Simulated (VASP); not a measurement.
# Ge (P6_3/mmc) in VASP: a series of runs

Ge is run at these levels: LDA; tasks: single point, relaxation of cell and atoms.

Everything below comes from runs of VASP 6.6.1. Logs are shortened: lines on timing, memory, paths and dates and some standing lists are left out, and cuts for length are marked.

## (1) The cell of the first run

It takes space group P6_3/mmc (No. 194, hexagonal). Conventional cell: a = 3.958 Å, b = 3.958 Å, c = 6.537 Å, α = 90.00°, β = 90.00°, γ = 120.00°. Ge (site symmetry 3m) has 4 Ge at 2.43 to 2.44 Å within 3.2 Å.

This isn't the form of Ge at room conditions, which is diamond.

## (2) Single point, LDA

The input, INCAR:

```
SYSTEM = Ge
ALGO     = Normal         ! electronic algorithm
EDIFF    = 1E-6           ! SCF threshold, eV
ENCUT    = 500            ! plane-wave cutoff, eV
GGA      = CA             ! functional
GGA_COMPAT= .False.      
ISIF     = 2              ! what is computed and relaxed
ISMEAR   = -1             ! smearing method
LASPH    = .True.         ! aspherical terms in the spheres
LCHARG   = .False.        ! write CHGCAR
LREAL    = .False.        ! projectors in reciprocal space
LWAVE    = .False.        ! write WAVECAR
NBANDS   = 36             ! bands
NELM     = 120            ! most SCF steps
PREC     = Accurate       ! precision mode
SIGMA    = 0.15           ! smearing width, eV
```

The input, KPOINTS:

```
k-points
0
Gamma
  12 12 8
  0 0 0
```

The input, POSCAR:

```
Ge
1.0
    3.9584114179      0.0000000000      0.0000000000
   -1.9792057090      3.4280848465      0.0000000000
    0.0000000000      0.0000000000      6.5370177399
Ge
4
Direct
    0.6666666667      0.3333333333      0.0630496322
    0.3333333333      0.6666666667      0.5630496322
    0.6666666667      0.3333333333      0.4369503678
    0.3333333333      0.6666666667      0.9369503678
```

Potentials or basis: VASP PAW LDA potentials, release 64 (Ge_d).

Launch:

```console
$ cat potpaw_LDA.64/Ge_d/POTCAR > POTCAR
$ mpirun -np 1 vasp_std > vasp.out
```

OUTCAR:

```text
SYSTEM = Ge
   EDIFF = 1E-6
   ENCUT = 500
   GGA = CA
   ISIF = 2
   ISMEAR = -1
   LASPH = .True.
   LREAL = .False.
   NELM = 120
   PREC = Accurate

 ion  position               nearest neighbor table
   1  0.667  0.333  0.063-   4 2.43   4 2.43   4 2.43   3 2.44
   2  0.333  0.667  0.563-   3 2.43   3 2.43   3 2.43   4 2.44
   3  0.667  0.333  0.437-   2 2.43   2 2.43   2 2.43   1 2.44
   4  0.333  0.667  0.937-   1 2.43   1 2.43   1 2.43   2 2.44

  LATTYP: Found a hexagonal cell.
 ALAT       =     3.9584114179
 C/A-ratio  =     1.6514245362

  Lattice vectors:

 A1 = (   3.9584114179,   0.0000000000,   0.0000000000)
 A2 = (  -1.9792057090,   3.4280848465,   0.0000000000)
 A3 = (   0.0000000000,   0.0000000000,   6.5370177399)

Analysis of symmetry for initial positions (statically):
=====================================================================
 Subroutine PRICEL returns:
 Original cell was already a primitive cell.

 Routine SETGRP: Setting up the symmetry group for a
 hexagonal supercell.

 Subroutine GETGRP returns: Found 24 space group operations
 (whereof 12 operations were pure point group operations)
 out of a pool of 24 trial point group operations.

The static configuration has the point symmetry D_3d.
 The point group associated with its full space group is D_6h.

Analysis of symmetry for dynamics (positions and initial velocities):
=====================================================================
 Subroutine PRICEL returns:
 Original cell was already a primitive cell.

 Routine SETGRP: Setting up the symmetry group for a
 hexagonal supercell.

 Subroutine GETGRP returns: Found 24 space group operations
 (whereof 12 operations were pure point group operations)
 out of a pool of 24 trial point group operations.

The dynamic configuration has the point symmetry D_3d.
 The point group associated with its full space group is D_6h.

 Subroutine INISYM returns: Found 24 space group operations
 (whereof 12 operations are pure point group operations),
 and found     1 'primitive' translations

----------------------------------------------------------------------------------------

                                     Primitive cell

  volume of cell :      88.7058

  direct lattice vectors                    reciprocal lattice vectors
     3.958411418  0.000000000  0.000000000     0.252626595  0.145854033  0.000000000
    -1.979205709  3.428084847  0.000000000     0.000000000  0.291708066  0.000000000
     0.000000000  0.000000000  6.537017740     0.000000000  0.000000000  0.152974956

  length of vectors
     3.958411418  3.958411418  6.537017740     0.291708066  0.291708066  0.152974956

  position of ions in fractional coordinates (direct lattice)
     0.666666667  0.333333333  0.063049632
     0.333333333  0.666666667  0.563049632
     0.666666667  0.333333333  0.436950368
     0.333333333  0.666666667  0.936950368

  ion indices of the primitive-cell ions
   primitive index   ion index
                 1           1
                 2           2
                 3           3
                 4           4

----------------------------------------------------------------------------------------

 KPOINTS: k-points

Automatic generation of k-mesh.
 Grid dimensions read from file:
 generate k-points for:   12   12    8

 Generating k-lattice:

  Cartesian coordinates                     Fractional coordinates (reciprocal lattice)
     0.021052216  0.012154503  0.000000000     0.083333333  0.000000000  0.000000000
     0.000000000  0.024309005  0.000000000     0.000000000  0.083333333  0.000000000
     0.000000000  0.000000000  0.019121869     0.000000000  0.000000000  0.125000000

  Length of vectors
     0.024309005  0.024309005  0.019121869

  Shift w.r.t. Gamma in fractional coordinates (k-lattice)
     0.000000000  0.000000000  0.000000000

 Subroutine IBZKPT returns following result:
 ===========================================

 Found     95 irreducible k-points:

 Following reciprocal coordinates:
            Coordinates               Weight
  0.000000  0.000000  0.000000      1.000000
  0.083333  0.000000  0.000000      6.000000
  0.166667  0.000000  0.000000      6.000000
  0.250000  0.000000  0.000000      6.000000
  0.333333  0.000000  0.000000      6.000000
  0.416667  0.000000  0.000000      6.000000
[... 16 lines left out ...]
  0.250000  0.000000  0.125000     12.000000
  0.333333  0.000000  0.125000     12.000000
 [... further k-points ...]
   k-points           NKPTS =     95   k-points in BZ     NKDIM =     95   number of bands    NBANDS=     36
   number of dos      NEDOS =    301   number of ions     NIONS =      4
   total plane-waves  NPLWV =  43200
   dimension x,y,z NGX =    30 NGY =   30 NGZ =   48
   dimension x,y,z NGXF=    60 NGYF=   60 NGZF=   96
   ions per type =               4
   NGX,Y,Z   is equivalent  to a cutoff of  12.60, 12.60, 12.21 a.u.
   NGXF,Y,Z  is equivalent  to a cutoff of  25.20, 25.20, 24.41 a.u.
 SYSTEM =  Ge
   PREC   = accura    normal or accurate (medium, high low for compatibility)
   ISTART =      0    job   : 0-new  1-cont  2-samecut
   ICHARG =      2    charge: 1-file 2-atom 10-const
   ISPIN  =      1    spin polarized calculation?
   LNONCOLLINEAR =      F non collinear calculations
   LSORBIT =      F    spin-orbit coupling
   LASPH  =      T    aspherical Exc in radial PAW
   ENCUT  =  500.0 eV  36.75 Ry    6.06 a.u.   7.22  7.22 11.92*2*pi/ulx,y,z
   NELM   =    120;   NELMIN=  2; NELMDL= -5     # of ELM steps
   EDIFF  = 0.1E-05   stopping-criterion for ELM
   LREAL  =      F    real-space projection
   EDIFFG = 0.1E-04   stopping-criterion for IOM
   NSW    =      0    number of steps for IOM
   IBRION =     -1    ionic relax: 0-MD 1-quasi-New 2-CG
   NFREE  =      0    steps in history (QN), initial steepest desc. (CG)
   ISIF   =      2    stress and relaxation
   ISYM   =      2    0-nonsym 1-usesym 2-fastsym
   POTIM  = 0.5000    time-step for ionic-motion
   TEBEG  =    0.0;   TEEND  =   0.0 temperature during run
   PSTRESS=    0.0 pullay stress
   NELECT =      56.0000    total number of electrons
   NUPDOWN=      -1.0000    fix difference up-down
   EMIN   =  10.00;   EMAX   =-10.00  energy-range for DOS
   EFERMI =   0.00;   METHOD = LEGACY
   ISMEAR =    -1;   SIGMA  =   0.15  broadening in eV -4-tet -1-fermi 0-gaus
   EFERMI_NEDOS =   21; number of points for ismear=-14 and -15
   IALGO  =     38    algorithm
   IMIX   =      4    mixing-type and parameters
     AMIX     =   0.40;   BMIX     =  1.00
     AMIX_MAG =   1.60;   BMIX_MAG =  1.00
  volume/ion in A,a.u.               =      22.18       149.65
  Fermi-wavevector in a.u.,A,eV,Ry     =   1.404387  2.653907 26.834808  1.972303
  Thomas-Fermi vector in A             =   2.526954
   LORBIT       =      0    0 simple, 1 ext, 2 COOP (PROOUT), +10 PAW based schemes
   GGA     = CA    functional components
   LHFCALC =     F    Hartree Fock is set to
   AEXX    =    0.0000 exact exchange contribution
   IVDW    =     0    specifies the selected vdW correction
   LEPSILON=     F    determine dielectric tensor
   LRPA    =     F    only Hartree local field effects (RPA)
 non-spin polarized calculation
  energy-cutoff  :      500.00
  volume of cell :       88.71
 maximum number of plane-waves:      2273
 NGX is ok and might be reduce to    30
   NGX = 15   NGY = 15   NGZ = 23

 number of electron      56.0000010 magnetization

 Free energy of the ion-electron system (eV)
  ---------------------------------------------------
  ext. energy  EPLUGINS =         0.00000000
  ---------------------------------------------------
  free energy    TOTEN  =       -20.72589969 eV

  energy without entropy =      -20.70399912  energy(sigma->0) =      -20.71494940

 E-fermi :   4.9808     XC(G=0): -10.3839

 val. band max:        4.9352409856   @ k =   0.0833   0.0000   0.0000
 cond. band min:       4.9952653781   @ k =   0.0000   0.0000   0.1250
 fundamental gap:      0.0600243925
 Fermi energy:         4.9807596111

 k-point     1 :       0.0000    0.0000    0.0000
  band No.  band energies     occupation
      1     -20.0915      2.00000
      2     -20.0915      2.00000
      3     -20.0501      2.00000
      4     -20.0500      2.00000
      5     -20.0500      2.00000
      6     -20.0371      2.00000
[... 28 lines left out ...]
     35       9.5704      0.00000
     36      10.9528      0.00000

 k-point     2 :       0.0833    0.0000    0.0000
  band No.  band energies     occupation
      1     -20.0966      2.00000
      2     -20.0931      2.00000
      3     -20.0552      2.00000
      4     -20.0528      2.00000
      5     -20.0501      2.00000
      6     -20.0308      2.00000
[... 28 lines left out ...]
     35       9.8890      0.00000
     36      11.4052      0.00000

 k-point     3 :       0.1667    0.0000    0.0000
  band No.  band energies     occupation
      1     -20.1052      2.00000
      2     -20.0964      2.00000
      3     -20.0646      2.00000
      4     -20.0587      2.00000
      5     -20.0490      2.00000
      6     -20.0209      2.00000
[... 28 lines left out ...]
     35      10.7168      0.00000
     36      10.7261      0.00000
[... 742 lines left out ...]
 k-point    23 :       0.2500    0.0000    0.1250
  band No.  band energies     occupation
      1     -20.1091      2.00000
      2     -20.0982      2.00000
      3     -20.0730      2.00000
      4     -20.0666      2.00000
      5     -20.0473      2.00000
      6     -20.0136      2.00000
[... 28 lines left out ...]
     35      11.2947      0.00000
     36      11.6888      0.00000

 k-point    24 :       0.3333    0.0000    0.1250
  band No.  band energies     occupation
      1     -20.1101      2.00000
      2     -20.0997      2.00000
      3     -20.0822      2.00000
      4     -20.0708      2.00000
      5     -20.0395      2.00000
      6     -20.0084      2.00000
[... 28 lines left out ...]
     35      11.9863      0.00000
     36      12.5830      0.00000

 [... further k-points ...]

------------------------ aborting loop because EDIFF is reached ----------------------------------------

  FORCE on cell =-STRESS in cart. coord.  units (eV):
  Direction    XX          YY          ZZ          XY          YZ          ZX
  --------------------------------------------------------------------------------------
  -------------------------------------------------------------------------------------
  Total        0.0656126      0.0656126      0.0707288     -0.0000000     -0.0000000     -0.0000000
  in kB        1.1850738      1.1850738      1.2774816     -0.0000000     -0.0000000     -0.0000000
  external PRESSURE =       1.2158764 kB  Pullay stress =       0.0000000 kB

 VOLUME and BASIS-vectors are now :
 -----------------------------------------------------------------------------
  energy-cutoff  :      500.00
  volume of cell :       88.71
      direct lattice vectors                 reciprocal lattice vectors
     3.958411418  0.000000000  0.000000000     0.252626595  0.145854033  0.000000000
    -1.979205709  3.428084847  0.000000000     0.000000000  0.291708066  0.000000000
     0.000000000  0.000000000  6.537017740     0.000000000  0.000000000  0.152974956

 POSITION                                       TOTAL-FORCE (eV/Angst)
 -----------------------------------------------------------------------------------
      1.97921      1.14269      0.41216         0.000000     -0.000000      0.000259
     -0.00000      2.28539      3.68067        -0.000000      0.000000      0.000259
      1.97921      1.14269      2.85635         0.000000     -0.000000     -0.000259
     -0.00000      2.28539      6.12486         0.000000      0.000000     -0.000259
 -----------------------------------------------------------------------------------
    total drift:                               -0.000000      0.000000     -0.000000

  FREE ENERGIE OF THE ION-ELECTRON SYSTEM (eV)
  ---------------------------------------------------
  free  energy   TOTEN  =       -20.7258996921 eV

  energy  without entropy=      -20.7039991151  energy(sigma->0) =      -20.71494940
```

It took 3 min on 1 thread of Oxide Virtual Turin-like, shared host; peak memory 0.26 GiB.

Results:

```
Free energy            : -20.7259 eV
Pressure               : 0.1 GPa
Band gap on the k mesh : zero (bands 28 and 29 overlap by 0.07 eV)
```

Levels at points of the mesh, in eV from the Fermi level:
| k point | band 26 | band 27 | band 28 | band 29 | band 30 | band 31 |
| --- | --- | --- | --- | --- | --- | --- |
| (0.00, 0.00, 0.00) | -0.18 | -0.11 | 0.09 | 0.12 | 0.12 | 2.24 |
| (0.50, 0.00, 0.00) | -3.17 | -2.94 | -1.49 | 0.43 | 1.65 | 3.48 |
| (0.00, 0.00, 0.50) | -0.89 | -0.89 | -0.89 | 0.68 | 0.68 | 3.37 |
| (0.50, 0.00, 0.50) | -2.64 | -2.49 | -2.49 | 0.45 | 0.45 | 2.05 |

Caveat: semilocal functionals underestimate gaps, and a narrow one can read as zero.

## (3) Relaxation of cell and atoms, LDA

This run uses another cell than the first one, of 22.83 Å³/atom.

The input, INCAR:

```
SYSTEM = Ge
  PREC = Accurate
  ENCUT = 500
  EDIFF = 1E-7
  ISMEAR = 0
  SIGMA = 0.01
  LREAL = .False.
  LASPH = .True.
  NELM = 120
  ALGO = Normal
  ISIF = 3
  LWAVE = .False.
  LCHARG = .False.
  IBRION = 2
  NSW = 100
  EDIFFG = -0.005
  GGA_COMPAT = .False.
  NELMIN = 4
```

The input, KPOINTS:

```
regular mesh
0
Gamma
  12 12 6
  0 0 0
```

The input, POSCAR:

```
Ge
1.0
    3.9975858431      0.0000000000      0.0000000000
   -1.9987929216      3.4620108940      0.0000000000
    0.0000000000      0.0000000000      6.5993779500
Ge
4
Direct
    0.6666666700      0.3333333300      0.0629012500
    0.3333333300      0.6666666700      0.5629012500
    0.6666666700      0.3333333300      0.4370987500
    0.3333333300      0.6666666700      0.9370987500
```

Potentials or basis: VASP PAW LDA potentials, release 64 (Ge_d).

Launch:

```console
$ cat potpaw_LDA.64/Ge_d/POTCAR > POTCAR
$ mpirun -np 1 vasp_std > vasp.out
```

Run time: 5.6 min. Hardware: 1 thread of Oxide Virtual Turin-like, shared host; peak memory 0.24 GiB.

It converged, with:

```yaml
Free_energy: -20.7191 eV
Relaxed_volume: 22.20 Å³/atom
Relaxed_cell: a = 3.961 Å, b = 3.961 Å, c = 6.536 Å, α = 90.00°, β = 90.00°, γ = 120.00°
Space_group_after_relaxing_to_0.1_Å: P6_3/mmc (No. 194)
Energy_gained_by_relaxing: 3.9 meV/atom
Ionic_steps: 3
Pressure_after_relaxing: 0.0 GPa
Band_gap_on_the_k_mesh: zero (bands 28 and 29 overlap by 0.11 eV)
```

Forces on the atoms (eV/Å):
```
Ge   0.000  0.000  0.002
Ge   0.000  0.000  0.002
Ge   0.000  0.000 -0.002
Ge   0.000  0.000 -0.002
```

The path:
```tsv
step	energy change (eV)	largest force (eV/Å)	pressure (GPa)	volume (Å³)
1	0.0000	0.0075	-1.94	91.33
2	-0.0125	0.0084	0.93	87.72
3	-0.0155	0.0025	-0.02	88.81
```

Final structure:
```
CELL_PARAMETERS angstrom
3.96093 0.00000 0.00000
-1.98046 3.43026 0.00000
0.00000 0.00000 6.53650
ATOMIC_POSITIONS crystal
Ge 0.66667 0.33333 0.06286
Ge 0.33333 0.66667 0.56286
Ge 0.66667 0.33333 0.43714
Ge 0.33333 0.66667 0.93714
```

Levels at points of the mesh, in eV from the Fermi level:
```
           k point  band 26  band 27  band 28  band 29  band 30  band 31
(0.00, 0.00, 0.00)    -0.14    -0.09     0.11     0.15     0.15     2.27
(0.50, 0.00, 0.00)    -3.13    -2.90    -1.46     0.45     1.68     3.52
(0.00, 0.00, 0.50)    -0.86    -0.86    -0.86     0.70     0.70     3.40
(0.50, 0.00, 0.50)    -2.59    -2.46    -2.46     0.49     0.49     2.08
```

Caveat: semilocal functionals underestimate gaps, and a narrow one can read as zero.

The gap in the log of VASP goes by the Fermi energy; the results here count the filled bands.